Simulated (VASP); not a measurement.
Write the native input for VASP 6.6.1 that does the following.

* Task: single point
* Functional: r2SCAN
* Potentials or basis: VASP PAW PBE potentials, release 64 (Mg_sv, O)
* Cutoff: 920 eV
* k mesh: 10 × 10 × 10
* Occupations: gaussian, width 0.02 eV
* Spin: no spin polarisation
* Dipole correction: no
* Further INCAR settings: ALGO = Normal; EDIFF = 1e-06; NBANDS = 15

Crystal: MgO.

```
Mg O
1.0
     0.00000    2.10377    2.10377
     2.10377    0.00000    2.10377
     2.10377    2.10377    0.00000
Mg O
1 1
Direct
  0.00000 0.00000 0.00000
  0.50000 0.50000 0.50000
```

These files were run (other wordings do the same):

POSCAR

```
MgO
1.0
    0.0000000000      2.1037650697      2.1037650697
    2.1037650697      0.0000000000      2.1037650697
    2.1037650697      2.1037650697      0.0000000000
Mg O
1 1
Direct
    0.0000000000      0.0000000000      0.0000000000
    0.5000000000      0.5000000000      0.5000000000
```

INCAR.step1

```
PREC = Accurate
ENCUT = 920
ISMEAR = 0
SIGMA = 0.02
LREAL = False
LASPH = True
NELM = 120
NBANDS = 15
GGA = PE
ALGO = Normal
EDIFF = 1E-5
LWAVE = True
LCHARG = False
GGA_COMPAT = False
```

INCAR.step2

```
PREC = Accurate
ENCUT = 920
EDIFF = 1E-6
ISMEAR = 0
SIGMA = 0.02
LREAL = False
LASPH = True
NELM = 120
ALGO = Normal
ISIF = 2
LWAVE = False
LCHARG = False
METAGGA = R2SCAN
LMIXTAU = True
NBANDS = 15
ISTART = 1
GGA_COMPAT = False
```

KPOINTS

```
Automatic mesh
0
Gamma
  10 10 10
```

Potentials or basis: VASP PAW PBE potentials, release 64 (Mg_sv, O).

The run is started by

```console
$ cat potpaw_PBE.64/Mg_sv/POTCAR potpaw_PBE.64/O/POTCAR > POTCAR
$ cp INCAR.step1 INCAR
$ mpirun -np 1 vasp_std > vasp.out
$ cp INCAR.step2 INCAR
$ mpirun -np 1 vasp_std > vasp.out
```

It gave:

```yaml
Pressure: 0.1 GPa
Band_gap_on_the_k_mesh: 5.68 eV
```

Caveat: the PAW data sets were made with another functional, which shifts forces and pressure a little.

Run time: 74 s on 1 thread of AMD EPYC 9R45 (Zen 5), on a shared host, peak memory 0.15 GiB.
